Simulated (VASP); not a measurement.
# LiF (P6_3mc) in VASP: further runs, part 2 of 2

VASP 6.6.1. Earlier steps stand in the parts before.

### Step 3. Single point, LDA (9.85 Å³/atom)

INCAR

```
SYSTEM = LiF
ALGO = Normal
EDIFF = 1E-7
ENCUT = 520
GGA = CA
ISIF = 2
ISMEAR = 0
LASPH = .True.
LCHARG = .True.
LELF = .True.
LREAL = .False.
LVHAR = .True.
LWAVE = .False.
NBANDS = 18
NELM = 80
PREC = Accurate
SIGMA = 0.05
```

KPOINTS

```
k-points
0
Gamma
  9 9 6
  0 0 0
```

POSCAR

```
LiF
1.0
    2.9715350587      0.0000000000      0.0000000000
   -1.4857675293      2.5734248491      0.0000000000
    0.0000000000      0.0000000000      5.1544247128
Li F
2 2
Direct
    0.3333333333      0.6666666667      0.3839784076
    0.6666666667      0.3333333333      0.8839784076
    0.3333333333      0.6666666667      0.9910195924
    0.6666666667      0.3333333333      0.4910195924
```

Potentials or basis: VASP PAW LDA potentials, release 64 (Li_sv, F).

Command:

```bash
$ cat potpaw_LDA.64/Li_sv/POTCAR potpaw_LDA.64/F/POTCAR > POTCAR
$ mpirun -np 1 vasp_std > vasp.out
```

OUTCAR:

```text
SYSTEM = LiF
   EDIFF = 1E-7
   ENCUT = 520
   GGA = CA
   ISIF = 2
   ISMEAR = 0
   LASPH = .True.
   LREAL = .False.
   NELM = 80
   PREC = Accurate

 ion  position               nearest neighbor table
   1  0.333  0.667  0.384-   4 1.80   4 1.80   4 1.80   3 2.03
   2  0.667  0.333  0.884-   3 1.80   3 1.80   3 1.80   4 2.03
   3  0.333  0.667  0.991-   2 1.80   2 1.80   2 1.80   1 2.03
   4  0.667  0.333  0.491-   1 1.80   1 1.80   1 1.80   2 2.03

  LATTYP: Found a hexagonal cell.
 ALAT       =     2.9715350587
 C/A-ratio  =     1.7346000000

  Lattice vectors:

 A1 = (   2.9715350587,   0.0000000000,   0.0000000000)
 A2 = (  -1.4857675293,   2.5734248491,   0.0000000000)
 A3 = (   0.0000000000,   0.0000000000,   5.1544247128)

Analysis of symmetry for initial positions (statically):
=====================================================================
 Subroutine PRICEL returns:
 Original cell was already a primitive cell.

 Routine SETGRP: Setting up the symmetry group for a
 hexagonal supercell.

 Subroutine GETGRP returns: Found 12 space group operations
 (whereof  6 operations were pure point group operations)
 out of a pool of 24 trial point group operations.

The static configuration has the point symmetry C_3v.
 The point group associated with its full space group is C_6v.

Analysis of symmetry for dynamics (positions and initial velocities):
=====================================================================
 Subroutine PRICEL returns:
 Original cell was already a primitive cell.

 Routine SETGRP: Setting up the symmetry group for a
 hexagonal supercell.

 Subroutine GETGRP returns: Found 12 space group operations
 (whereof  6 operations were pure point group operations)
 out of a pool of 24 trial point group operations.

The dynamic configuration has the point symmetry C_3v.
 The point group associated with its full space group is C_6v.

 Subroutine INISYM returns: Found 12 space group operations
 (whereof  6 operations are pure point group operations),
 and found     1 'primitive' translations

----------------------------------------------------------------------------------------

                                     Primitive cell

  volume of cell :      39.4160

  direct lattice vectors                    reciprocal lattice vectors
     2.971535059  0.000000000  0.000000000     0.336526401  0.194293608  0.000000000
    -1.485767529  2.573424849  0.000000000     0.000000000  0.388587217  0.000000000
     0.000000000  0.000000000  5.154424713     0.000000000  0.000000000  0.194008072

  length of vectors
     2.971535059  2.971535059  5.154424713     0.388587217  0.388587217  0.194008072

  position of ions in fractional coordinates (direct lattice)
     0.333333333  0.666666667  0.383978408
     0.666666667  0.333333333  0.883978408
     0.333333333  0.666666667  0.991019592
     0.666666667  0.333333333  0.491019592

  ion indices of the primitive-cell ions
   primitive index   ion index
                 1           1
                 2           2
                 3           3
                 4           4

----------------------------------------------------------------------------------------

 KPOINTS: k-points
[... 24 lines left out ...]
            Coordinates               Weight
  0.000000  0.000000  0.000000      1.000000
  0.111111  0.000000  0.000000      6.000000
  0.222222  0.000000  0.000000      6.000000
  0.333333  0.000000  0.000000      6.000000
  0.444444  0.000000  0.000000      6.000000
  0.111111  0.111111  0.000000      6.000000
[... 16 lines left out ...]
  0.333333  0.222222  0.166667     24.000000
  0.333333  0.333333  0.166667      4.000000
 [... further k-points ...]
   k-points           NKPTS =     48   k-points in BZ     NKDIM =     48   number of bands    NBANDS=     18
   number of dos      NEDOS =    301   number of ions     NIONS =      4
   total plane-waves  NPLWV =  23040
   dimension x,y,z NGX =    24 NGY =   24 NGZ =   40
   dimension x,y,z NGXF=    48 NGYF=   48 NGZF=   80
   ions per type =               2   2
   NGX,Y,Z   is equivalent  to a cutoff of  13.43, 13.43, 12.90 a.u.
   NGXF,Y,Z  is equivalent  to a cutoff of  26.85, 26.85, 25.80 a.u.
 SYSTEM =  LiF
   PREC   = accura    normal or accurate (medium, high low for compatibility)
   ISTART =      0    job   : 0-new  1-cont  2-samecut
   ICHARG =      2    charge: 1-file 2-atom 10-const
   ISPIN  =      1    spin polarized calculation?
   LNONCOLLINEAR =      F non collinear calculations
   LSORBIT =      F    spin-orbit coupling
   LASPH  =      T    aspherical Exc in radial PAW
   ENCUT  =  520.0 eV  38.22 Ry    6.18 a.u.   5.53  5.53  9.58*2*pi/ulx,y,z
   NELM   =     80;   NELMIN=  2; NELMDL= -5     # of ELM steps
   EDIFF  = 0.1E-06   stopping-criterion for ELM
   LREAL  =      F    real-space projection
   EDIFFG = 0.1E-05   stopping-criterion for IOM
   NSW    =      0    number of steps for IOM
   IBRION =     -1    ionic relax: 0-MD 1-quasi-New 2-CG
   NFREE  =      0    steps in history (QN), initial steepest desc. (CG)
   ISIF   =      2    stress and relaxation
   ISYM   =      2    0-nonsym 1-usesym 2-fastsym
   POTIM  = 0.5000    time-step for ionic-motion
   TEBEG  =    0.0;   TEEND  =   0.0 temperature during run
   PSTRESS=    0.0 pullay stress
   NELECT =      20.0000    total number of electrons
   NUPDOWN=      -1.0000    fix difference up-down
   EMIN   =  10.00;   EMAX   =-10.00  energy-range for DOS
   EFERMI =   0.00;   METHOD = LEGACY
   ISMEAR =     0;   SIGMA  =   0.05  broadening in eV -4-tet -1-fermi 0-gaus
   EFERMI_NEDOS =   21; number of points for ismear=-14 and -15
   IALGO  =     38    algorithm
   IMIX   =      4    mixing-type and parameters
     AMIX     =   0.40;   BMIX     =  1.00
     AMIX_MAG =   1.60;   BMIX_MAG =  1.00
  volume/ion in A,a.u.               =       9.85        66.50
  Fermi-wavevector in a.u.,A,eV,Ry     =   1.305752  2.467513 23.197768  1.704988
  Thomas-Fermi vector in A             =   2.436600
   LORBIT       =      0    0 simple, 1 ext, 2 COOP (PROOUT), +10 PAW based schemes
   GGA     = CA    functional components
   LHFCALC =     F    Hartree Fock is set to
   AEXX    =    0.0000 exact exchange contribution
   IVDW    =     0    specifies the selected vdW correction
   LEPSILON=     F    determine dielectric tensor
   LRPA    =     F    only Hartree local field effects (RPA)
 non-spin polarized calculation
 Gauss-broadening in eV      SIGMA  =   0.05
  energy-cutoff  :      520.00
  volume of cell :       39.42
 maximum number of plane-waves:      1082
 NGX is ok and might be reduce to    24
   NGX = 11   NGY = 11   NGZ = 19

 number of electron      20.0000019 magnetization

 Free energy of the ion-electron system (eV)
  ---------------------------------------------------
  ext. energy  EPLUGINS =         0.00000000
  ---------------------------------------------------
  free energy    TOTEN  =       -20.69786996 eV

  energy without entropy =      -20.69786996  energy(sigma->0) =      -20.69786996

 E-fermi :  -2.5040     XC(G=0):  -9.5682

 val. band max:       -2.8537195688   @ k =   0.0000   0.0000   0.0000
 cond. band min:       4.7328162822   @ k =   0.0000   0.0000   0.0000
 fundamental gap:      7.5865358510
 Fermi energy:        -2.5039940482

 k-point     1 :       0.0000    0.0000    0.0000
  band No.  band energies     occupation
      1     -42.0032      2.00000
      2     -41.9691      2.00000
      3     -21.7689      2.00000
      4     -21.5775      2.00000
      5      -5.0010      2.00000
      6      -3.0774      2.00000
[... 481 lines left out ...]
      5      -4.8456      2.00000
      6      -4.1358      2.00000
[... 10 lines left out ...]
     17      15.3599      0.00000
     18      18.4411      0.00000

 [... further k-points ...]

------------------------ aborting loop because EDIFF is reached ----------------------------------------

  FORCE on cell =-STRESS in cart. coord.  units (eV):
  Direction    XX          YY          ZZ          XY          YZ          ZX
  --------------------------------------------------------------------------------------
  -------------------------------------------------------------------------------------
  Total        0.1647922      0.1647922     -2.0258284      0.0000000      0.0000000      0.0000000
  in kB        6.6984539      6.6984539    -82.3456562      0.0000000      0.0000000      0.0000000
  external PRESSURE =     -22.9829161 kB  Pullay stress =       0.0000000 kB

 VOLUME and BASIS-vectors are now :
 -----------------------------------------------------------------------------
  energy-cutoff  :      520.00
  volume of cell :       39.42
      direct lattice vectors                 reciprocal lattice vectors
     2.971535059  0.000000000  0.000000000     0.336526401  0.194293608  0.000000000
    -1.485767529  2.573424849  0.000000000     0.000000000  0.388587217  0.000000000
     0.000000000  0.000000000  5.154424713     0.000000000  0.000000000  0.194008072

 POSITION                                       TOTAL-FORCE (eV/Angst)
 -----------------------------------------------------------------------------------
     -0.00000      1.71562      1.97919         0.000000     -0.000000     -0.285448
      1.48577      0.85781      4.55640        -0.000000      0.000000     -0.285448
     -0.00000      1.71562      5.10814         0.000000      0.000000      0.285448
      1.48577      0.85781      2.53092         0.000000     -0.000000      0.285448
 -----------------------------------------------------------------------------------
    total drift:                               -0.000000     -0.000000     -0.000906

  FREE ENERGIE OF THE ION-ELECTRON SYSTEM (eV)
  ---------------------------------------------------
  free  energy   TOTEN  =       -20.6978699619 eV

  energy  without entropy=      -20.6978699619  energy(sigma->0) =      -20.69786996
```

stdout:

```text
POSCAR found type information on POSCAR LiF
 POSCAR found :  2 types and       4 ions
 scaLAPACK will be used
 LDA part: xc-table for (Slater(with rela. corr.)+CA(PZ))
 , standard interpolation
 POSCAR, INCAR and KPOINTS ok, starting setup
 FFT: planning ... GRIDC
 FFT: planning ... GRID_SOFT
 FFT: planning ... GRID
 WAVECAR not read
 entering main loop
```

It took 10 s on 1 thread of Intel Xeon 6975P-C (Granite Rapids), shared host; peak memory 0.14 GiB.

What came out:

```
Free energy            : -20.6979 eV
Largest force          : 0.285 eV/Å
Band gap on the k mesh : 7.59 eV
```

Forces in eV/Å, atoms in the order of the input:
```
Li   0.000  0.000 -0.285
Li   0.000  0.000 -0.285
F    0.000  0.000  0.285
F    0.000  0.000  0.285
```

Levels at points of the mesh, in eV from the valence-band top:
| k point | band 8 | band 9 | band 10 | band 11 | band 12 | band 13 |
| --- | --- | --- | --- | --- | --- | --- |
| (0.00, 0.00, 0.00) | -0.01 | -0.01 | 0.00 | 7.59 | 11.32 | 14.73 |
| (0.00, 0.00, 0.50) | -0.12 | -0.12 | -0.12 | 9.18 | 9.18 | 16.59 |

Caveat: the cutoff is under 1.25 times the usual one of these potentials, so pressure, stress and relaxed cells hold a basis-set (Pulay) error; an odd mesh through Γ misses points on the zone boundary, where band edges can lie.
